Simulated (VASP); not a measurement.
# Cu5Mo (P4/nmm) in VASP: settings compared

Cu5Mo is run at these levels: PBE, r2SCAN; tasks: relaxation of cell and atoms, single point.

Everything below comes from runs of VASP 6.6.1. Logs are shortened: lines on timing, memory, paths and dates and some standing lists are left out, and cuts for length are marked.

### 1 The cell of the first run

It takes space group P4/nmm (No. 129, tetragonal). The conventional cell has a = 2.607 Å, b = 2.607 Å, c = 22.317 Å, α = 90.00°, β = 90.00°, γ = 90.00°. Cu (site symmetry 4mm) has 12 Cu at 2.55 to 2.61 Å within 3.4 Å. Within 3.4 Å of Cu (site symmetry 4mm) lie 12 Cu at 2.55 to 2.61 Å. Cu (site symmetry 4mm) has 12 Cu at 2.56 to 2.61 Å within 3.4 Å. Within 3.4 Å of Cu (site symmetry 4mm) lie 8 Cu at 2.57 to 2.61 Å and 4 Mo at 2.73 Å. Within 3.4 Å of Cu (site symmetry 4mm) lie 12 Cu at 2.55 to 2.61 Å. Within 3.4 Å of Mo (site symmetry 4mm) lie 8 Mo at 2.61 to 2.97 Å and 4 Cu at 2.73 Å.

### 2 Relaxation of cell and atoms, PBE

INCAR reads:

```
PREC     = Accurate       # precision mode
ENCUT    = 600            # plane-wave cutoff, eV
EDIFF    = 1E-7           # SCF threshold, eV
ISMEAR   = 0              # smearing method
SIGMA    = 0.1            # smearing width, eV
LREAL    = F              # projectors in reciprocal space
LASPH    = T              # aspherical terms in the spheres
NELM     = 120            # most SCF steps
ALGO     = Normal         # electronic algorithm
ISIF     = 3              # what is computed and relaxed
LWAVE    = F              # write WAVECAR
LCHARG   = F              # write CHGCAR
GGA      = PE             # functional
IBRION   = 2              # ionic algorithm
NSW      = 80             # ionic steps
EDIFFG   = -0.001         # ionic threshold
GGA_COMPAT= F            
NELMIN   = 4            
KPAR     = 4
```

KPOINTS reads:

```
regular mesh
0
Gamma
  12 12 2
```

POSCAR reads:

```
Cu5Mo
1.0
    2.6070301736      0.0000000000      0.0000000000
    0.0000000000      2.6070301736      0.0000000000
    0.0000000000      0.0000000000     22.3171078784
Cu Mo
10 2
Direct
    0.5000000000      0.0000000000      0.6982829660
    0.0000000000      0.5000000000      0.6190452777
    0.5000000000      0.0000000000      0.5396728259
    0.5000000000      0.0000000000      0.8575581253
    0.0000000000      0.5000000000      0.7775516178
    0.0000000000      0.5000000000      0.1424418747
    0.5000000000      0.0000000000      0.2224483822
    0.0000000000      0.5000000000      0.3017170340
    0.5000000000      0.0000000000      0.3809547223
    0.0000000000      0.5000000000      0.4603271741
    0.0000000000      0.5000000000      0.9478220479
    0.5000000000      0.0000000000      0.0521779521
```

Potentials or basis: VASP PAW PBE potentials, release 64 (Cu, Mo_sv).

On the command line:

```sh
$ cat potpaw_PBE.64/Cu/POTCAR potpaw_PBE.64/Mo_sv/POTCAR > POTCAR
$ mpirun -np 4 vasp_std > vasp.out
```

OUTCAR:

```text
PREC = Accurate
   ENCUT = 600
   EDIFF = 1E-7
   ISMEAR = 0
   LREAL = F
   LASPH = T
   NELM = 120
   ISIF = 3
   GGA = PE
   IBRION = 2
   NSW = 80
   EDIFFG = -0.001
   NELMIN = 4

 ion  position               nearest neighbor table
   1  0.500  0.000  0.698-   2 2.55   2 2.55   2 2.55   2 2.55   5 2.55   5 2.55   5 2.55   5 2.55

   2  0.000  0.500  0.619-   1 2.55   1 2.55   1 2.55   1 2.55   3 2.56   3 2.56   3 2.56   3 2.56

   3  0.500  0.000  0.540-  10 2.56  10 2.56  10 2.56  10 2.56   2 2.56   2 2.56   2 2.56   2 2.56
[... 15 lines left out ...]
  11  0.000  0.500  0.948-   4 2.73   4 2.73   4 2.73   4 2.73  12 2.97  12 2.97  12 2.97  12 2.97

  12  0.500  0.000  0.052-   6 2.73   6 2.73   6 2.73   6 2.73  11 2.97  11 2.97  11 2.97  11 2.97

  LATTYP: Found a simple tetragonal cell.
 ALAT       =     2.6070301736
 C/A-ratio  =     8.5603565714

  Lattice vectors:

 A1 = (   2.6070301736,   0.0000000000,   0.0000000000)
 A2 = (   0.0000000000,   2.6070301736,   0.0000000000)
 A3 = (   0.0000000000,   0.0000000000,  22.3171078784)

Analysis of symmetry for initial positions (statically):
=====================================================================
 Subroutine PRICEL returns:
 Original cell was already a primitive cell.

 Routine SETGRP: Setting up the symmetry group for a
 simple tetragonal supercell.

 Subroutine GETGRP returns: Found 16 space group operations
 (whereof  8 operations were pure point group operations)
 out of a pool of 16 trial point group operations.

The static configuration has the point symmetry D_2d.
 The point group associated with its full space group is D_4h.

Analysis of symmetry for dynamics (positions and initial velocities):
=====================================================================
 Subroutine PRICEL returns:
 Original cell was already a primitive cell.

 Routine SETGRP: Setting up the symmetry group for a
 simple tetragonal supercell.

 Subroutine GETGRP returns: Found 16 space group operations
 (whereof  8 operations were pure point group operations)
 out of a pool of 16 trial point group operations.

The dynamic configuration has the point symmetry D_2d.
 The point group associated with its full space group is D_4h.

 Subroutine INISYM returns: Found 16 space group operations
 (whereof  8 operations are pure point group operations),
 and found     1 'primitive' translations

[... 136 lines left out ...]
  Fermi-wavevector in a.u.,A,eV,Ry     =   1.586321  2.997713 34.237913  2.516416
  Thomas-Fermi vector in A             =   2.685650
   LORBIT       =      0    0 simple, 1 ext, 2 COOP (PROOUT), +10 PAW based schemes
   GGA     = PE    functional components
   LHFCALC =     F    Hartree Fock is set to
   AEXX    =    0.0000 exact exchange contribution
   IVDW    =     0    specifies the selected vdW correction
   LEPSILON=     F    determine dielectric tensor
   LRPA    =     F    only Hartree local field effects (RPA)
 conjugate gradient relaxation of ions
 non-spin polarized calculation
 Gauss-broadening in eV      SIGMA  =   0.10
  energy-cutoff  :      600.00
  volume of cell :      151.68
 maximum number of plane-waves:      5121
 NGX is ok and might be reduce to    24
   NGX = 11   NGY = 11   NGZ = 89

--------------------------------------- Ionic step        1  -------------------------------------------

 number of electron     138.0000052 magnetization

 Free energy of the ion-electron system (eV)
  ---------------------------------------------------
  ext. energy  EPLUGINS =         0.00000000
  ---------------------------------------------------
  free energy    TOTEN  =       -58.35024926 eV

  energy without entropy =      -58.32137708  energy(sigma->0) =      -58.33581317

------------------------ aborting loop because EDIFF is reached ----------------------------------------

  FORCE on cell =-STRESS in cart. coord.  units (eV):
  Direction    XX          YY          ZZ          XY          YZ          ZX
  --------------------------------------------------------------------------------------
  -------------------------------------------------------------------------------------
  Total        0.5360095      0.5360095      0.5464847      0.0000000      0.0000000     -0.0000000
  in kB        5.6617803      5.6617803      5.7724281      0.0000000      0.0000000     -0.0000000
  external PRESSURE =       5.6986629 kB  Pullay stress =       0.0000000 kB
[... 119 lines left out ...]
  FREE ENERGIE OF THE ION-ELECTRON SYSTEM (eV)
  ---------------------------------------------------
  free  energy   TOTEN  =       -58.3511463812 eV

  energy  without entropy=      -58.3220484115  energy(sigma->0) =      -58.33659740

[... ionic steps 4 to 32 ...]

--------------------------------------- Ionic step       33  -------------------------------------------

 number of electron     138.0000059 magnetization

------------------------ aborting loop because EDIFF is reached ----------------------------------------
[... 87 lines left out ...]
--------------------------------------- Ionic step       35  -------------------------------------------

 number of electron     138.0000059 magnetization

 Free energy of the ion-electron system (eV)
  ---------------------------------------------------
  ext. energy  EPLUGINS =         0.00000000
  ---------------------------------------------------
  free energy    TOTEN  =       -58.35117134 eV

  energy without entropy =      -58.32213191  energy(sigma->0) =      -58.33665162

 E-fermi :   8.3785     XC(G=0): -12.7514

 val. band max:        8.3600778522   @ k =   0.4167   0.3333   0.0000
 cond. band min:       8.3821775282   @ k =   0.5000   0.1667   0.5000
 fundamental gap:      0.0220996761
 Fermi energy:         8.3784792763

 k-point     1 :       0.0000    0.0000    0.0000
  band No.  band energies     occupation
      1     -52.8431      2.00000
      2     -52.7604      2.00000
      3     -27.1459      2.00000
      4     -26.6474      2.00000
      5     -26.1708      2.00000
      6     -26.1708      2.00000
[... 2005 lines left out ...]
     80      13.8860      0.00000
     81      14.1681      0.00000

 [... further k-points ...]

 [bands above 81 left out]

------------------------ aborting loop because EDIFF is reached ----------------------------------------

  FORCE on cell =-STRESS in cart. coord.  units (eV):
  Direction    XX          YY          ZZ          XY          YZ          ZX
  --------------------------------------------------------------------------------------
  -------------------------------------------------------------------------------------
  Total       -0.0016692     -0.0016692     -0.0006376      0.0000000      0.0000000      0.0000000
  in kB       -0.0175716     -0.0175716     -0.0067117      0.0000000      0.0000000      0.0000000
  external PRESSURE =      -0.0139516 kB  Pullay stress =       0.0000000 kB
[... 27 lines left out ...]
  FREE ENERGIE OF THE ION-ELECTRON SYSTEM (eV)
  ---------------------------------------------------
  free  energy   TOTEN  =       -58.3511713364 eV

  energy  without entropy=      -58.3221319075  energy(sigma->0) =      -58.33665162

 reached required accuracy - stopping structural energy minimisation
```

Run time: 55 min. Hardware: 4 MPI ranks of Intel Xeon 6975P-C (Granite Rapids), shared host; peak memory 0.76 GiB.

Results:

```
Free energy                           : -58.3512 eV
Relaxed volume                        : 12.68 Å³/atom
Relaxed cell                          : a = 2.609 Å, b = 2.609 Å, c = 22.353 Å, α = 90.00°, β = 90.00°, γ = 90.00°
Space group after relaxing (to 0.1 Å) : P4/nmm (No. 129)
Energy gained by relaxing             : 0.1 meV/atom
Ionic steps                           : 35
Pressure after relaxing               : 0.0 GPa
Band gap on the k mesh                : zero (bands 69 and 70 overlap by 3.90 eV)
```

The path:
```tsv
step	energy change (eV)	largest force (eV/Å)	pressure (GPa)	volume (Å³)
1	0.0000	0.0114	0.57	151.68
2	-0.0002	0.0125	-0.51	152.67
3	-0.0009	0.0120	0.02	152.20
4	-0.0009	0.0119	0.00	152.22
5	-0.0009	0.0037	-0.01	152.22
6	-0.0009	0.0053	-0.01	152.22
7	-0.0009	0.0037	0.04	152.20
8	-0.0009	0.0036	0.01	152.20
9	-0.0009	0.0025	-0.01	152.22
10	-0.0009	0.0022	-0.03	152.22
11	-0.0009	0.0026	-0.01	152.22
12	-0.0009	0.0021	-0.02	152.22
13	-0.0009	0.0034	-0.01	152.22
14	-0.0009	0.0046	-0.01	152.22
15	-0.0009	0.0073	0.00	152.22
16	-0.0009	0.0049	-0.01	152.22
17	-0.0009	0.0036	0.00	152.21
18	-0.0009	0.0017	0.02	152.20
19	-0.0009	0.0014	0.00	152.20
20	-0.0009	0.0014	0.00	152.21
21	-0.0009	0.0015	-0.02	152.21
22	-0.0009	0.0023	0.02	152.21
23	-0.0009	0.0016	0.00	152.21
24	-0.0009	0.0019	0.01	152.21
25	-0.0009	0.0015	0.01	152.21
26	-0.0009	0.0010	0.01	152.21
27	-0.0009	0.0011	0.00	152.22
28	-0.0009	0.0040	0.00	152.24
29	-0.0009	0.0029	-0.01	152.23
30	-0.0009	0.0016	-0.03	152.23
31	-0.0009	0.0013	-0.03	152.22
32	-0.0009	0.0015	0.00	152.22
33	-0.0009	0.0012	-0.01	152.22
34	-0.0009	0.0010	-0.02	152.22
35	-0.0009	0.0010	0.00	152.20
```

Final structure:
```
Cu Mo
1.0
     2.60937    0.00000    0.00000
     0.00000    2.60937    0.00000
     0.00000    0.00000   22.35340
Cu Mo
10 2
Direct
  0.50000 0.00000 0.69831
  0.00000 0.50000 0.61906
  0.50000 0.00000 0.53967
  0.50000 0.00000 0.85760
  0.00000 0.50000 0.77760
  0.00000 0.50000 0.14239
  0.50000 0.00000 0.22240
  0.00000 0.50000 0.30169
  0.50000 0.00000 0.38094
  0.00000 0.50000 0.46033
  0.00000 0.50000 0.94789
  0.50000 0.00000 0.05211
```

Levels at points of the mesh, in eV from the Fermi level:
```tsv
k point	band 68	band 69	band 70	band 71	band 72	band 73
(0.00, 0.00, 0.00)	-1.53	-1.49	-1.49	-1.28	0.11	0.64
(0.50, 0.00, 0.00)	-0.58	-0.47	-0.47	-0.42	-0.42	0.21
(0.50, 0.50, 0.00)	1.61	2.41	2.41	2.87	2.87	4.46
(0.00, 0.00, 0.50)	-1.49	-1.49	-1.37	-0.95	-0.52	1.01
(0.50, 0.00, 0.50)	-0.58	-0.47	-0.47	-0.42	-0.42	0.21
(0.50, 0.50, 0.50)	1.63	2.08	2.08	3.38	3.38	3.79
```

### 3 Single point, r2SCAN

POSCAR is that of step 2.

INCAR.step1 reads:

```
SYSTEM = Cu5Mo
PREC = Accurate
ENCUT = 660
ISMEAR = 0
SIGMA = 0.1
LREAL = .False.
LASPH = .True.
NELM = 120
NBANDS = 81
GGA = PE
ALGO = Normal
EDIFF = 1E-5
LWAVE = .True.
LCHARG = .False.
GGA_COMPAT = .False.
KPAR = 4
```

INCAR.step2 reads:

```
SYSTEM = Cu5Mo
PREC = Accurate
ENCUT = 660
EDIFF = 1E-6
ISMEAR = 0
SIGMA = 0.1
LREAL = .False.
LASPH = .True.
NELM = 120
ALGO = Normal
ISIF = 2
LWAVE = .False.
LCHARG = .True.
METAGGA = R2SCAN
LMIXTAU = .True.
LVHAR = .True.
NBANDS = 81
ISTART = 1
GGA_COMPAT = .False.
KPAR = 4
```

KPOINTS reads:

```
regular mesh
0
Gamma
  12 12 2
  0 0 0
```

Potentials or basis: VASP PAW PBE potentials, release 64 (Cu, Mo_sv).

On the command line:

```sh
$ cat potpaw_PBE.64/Cu/POTCAR potpaw_PBE.64/Mo_sv/POTCAR > POTCAR
$ cp INCAR.step1 INCAR
$ mpirun -np 4 vasp_std > vasp.out
$ cp INCAR.step2 INCAR
$ mpirun -np 4 vasp_std > vasp.out
```

Run time: 22 min. Hardware: 4 MPI ranks of AMD EPYC 9R45 (Zen 5), shared host; peak memory 0.85 GiB.

Results (log left out):

```yaml
Free_energy: -159.4632 eV
Pressure: -5.1 GPa
Largest_force: 0.105 eV/Å
Band_gap_on_the_k_mesh: zero (bands 69 and 70 overlap by 4.10 eV)
```

Forces in eV/Å, atoms in the order of the input:
```
Cu   0.000  0.000 -0.005
Cu   0.000  0.000  0.010
Cu   0.000  0.000 -0.009
Cu   0.000  0.000 -0.105
Cu   0.000  0.000  0.005
Cu   0.000  0.000  0.105
Cu   0.000  0.000 -0.005
Cu   0.000  0.000  0.005
Cu   0.000  0.000 -0.010
Cu   0.000  0.000  0.009
Mo   0.000  0.000 -0.103
Mo   0.000  0.000  0.103
```

Levels at points of the mesh, in eV from the Fermi level:
| k point | band 68 | band 69 | band 70 | band 71 | band 72 | band 73 |
| --- | --- | --- | --- | --- | --- | --- |
| (0.00, 0.00, 0.00) | -1.57 | -1.57 | -1.57 | -1.35 | 0.12 | 0.71 |
| (0.50, 0.00, 0.00) | -0.62 | -0.50 | -0.50 | -0.45 | -0.45 | 0.16 |
| (0.50, 0.50, 0.00) | 1.74 | 2.52 | 2.52 | 2.99 | 2.99 | 4.67 |
| (0.00, 0.00, 0.50) | -1.57 | -1.57 | -1.41 | -1.01 | -0.51 | 1.14 |
| (0.50, 0.00, 0.50) | -0.62 | -0.50 | -0.50 | -0.45 | -0.45 | 0.16 |
| (0.50, 0.50, 0.50) | 1.74 | 2.17 | 2.17 | 3.54 | 3.54 | 3.95 |

Caveat: the cell stands under tension; the PAW data sets were made with another functional, which shifts forces and pressure a little.

### 4 Single point, PBE

INCAR reads:

```
PREC = Accurate
ENCUT = 600
EDIFF = 1E-6
ISMEAR = 0
SIGMA = 0.1
LREAL = F
LASPH = T
NELM = 120
ALGO = Normal
ISIF = 2
LWAVE = F
LCHARG = T
GGA = PE
LELF = T
LVHAR = T
NBANDS = 81
GGA_COMPAT = F
```

KPOINTS reads:

```
regular mesh
0
Gamma
  12 12 2
```

POSCAR reads:

```
Cu5Mo
1.0
    2.6071652711      0.0000000000      0.0000000000
    0.0000000000      2.6071652711      0.0000000000
    0.0000000000      0.0000000000     22.3136226400
Cu Mo
10 2
Direct
    0.5000000000      0.0000000000      0.6982950235
    0.0000000000      0.5000000000      0.6190587052
    0.5000000000      0.0000000000      0.5396787295
    0.5000000000      0.0000000000      0.8575732479
    0.0000000000      0.5000000000      0.7775664295
    0.0000000000      0.5000000000      0.1424267521
    0.5000000000      0.0000000000      0.2224335705
    0.0000000000      0.5000000000      0.3017049765
    0.5000000000      0.0000000000      0.3809412948
    0.0000000000      0.5000000000      0.4603212705
    0.0000000000      0.5000000000      0.9478155573
    0.5000000000      0.0000000000      0.0521844427
```

On the command line:

```sh
$ cat potpaw_PBE.64/Cu/POTCAR potpaw_PBE.64/Mo_sv/POTCAR > POTCAR
$ mpirun -np 1 vasp_std > vasp.out
```

Wall time 46 min (1 thread of Oxide Virtual Turin-like, shared host); peak memory 0.69 GiB.

The run converged. Its results:

- Free energy: -58.3502 eV
- Pressure: 0.6 GPa
- Largest force: 0.014 eV/Å
- Band gap on the k mesh: zero (bands 69 and 70 overlap by 3.90 eV)

Forces on the atoms (eV/Å):
```
Cu   0.000  0.000  0.000
Cu   0.000  0.000 -0.001
Cu   0.000  0.000 -0.001
Cu   0.000  0.000 -0.012
Cu   0.000  0.000  0.003
Cu   0.000  0.000  0.012
Cu   0.000  0.000 -0.003
Cu   0.000  0.000  0.000
Cu   0.000  0.000  0.001
Cu   0.000  0.000  0.001
Mo   0.000  0.000  0.014
Mo   0.000  0.000 -0.014
```

Levels at points of the mesh, in eV from the Fermi level:
| k point | band 67 | band 68 | band 69 | band 70 | band 71 | band 72 | band 73 | band 74 |
| --- | --- | --- | --- | --- | --- | --- | --- | --- |
| (0.00, 0.00, 0.00) | -1.62 | -1.53 | -1.49 | -1.49 | -1.29 | 0.12 | 0.65 | 1.01 |
| (0.50, 0.00, 0.00) | -0.59 | -0.59 | -0.47 | -0.47 | -0.42 | -0.42 | 0.21 | 0.21 |
| (0.50, 0.50, 0.00) | 1.61 | 1.61 | 2.41 | 2.41 | 2.87 | 2.87 | 4.47 | 4.47 |
| (0.00, 0.00, 0.50) | -1.62 | -1.49 | -1.49 | -1.38 | -0.95 | -0.52 | 1.01 | 1.01 |
| (0.50, 0.00, 0.50) | -0.59 | -0.59 | -0.47 | -0.47 | -0.42 | -0.42 | 0.21 | 0.21 |
| (0.50, 0.50, 0.50) | 1.62 | 1.62 | 2.07 | 2.07 | 3.39 | 3.39 | 3.80 | 3.80 |

### 5 Overview

```csv
task,level,cell,cutoff (eV),gap on the mesh (eV),pressure (GPa),largest force (eV/Å)
relaxation of cell and atoms,PBE,"relaxed from a = 2.607, b = 2.607, c = 22.317 Å, 12 atoms",600,none,0.0,-
single point,r2SCAN,"a = 2.607, b = 2.607, c = 22.317 Å, 12 atoms",660,none,-5.1,0.11
single point,PBE,"a = 2.607, b = 2.607, c = 22.314 Å, 12 atoms",600,none,0.6,0.01
```

Alike in all rows: potentials or basis VASP PAW PBE potentials, release 64 (Cu, Mo_sv); no spin polarisation; k mesh 12 × 12 × 2; smearing gaussian 0.1 eV.

Caveats: the cell stands under tension (at least some runs); the PAW data sets were made with another functional, which shifts forces and pressure a little (at least some runs).

Total energies depend on the potentials used, so only differences within one code and one set of settings carry meaning.

The gap in the log of VASP goes by the Fermi energy; the results here count the filled bands.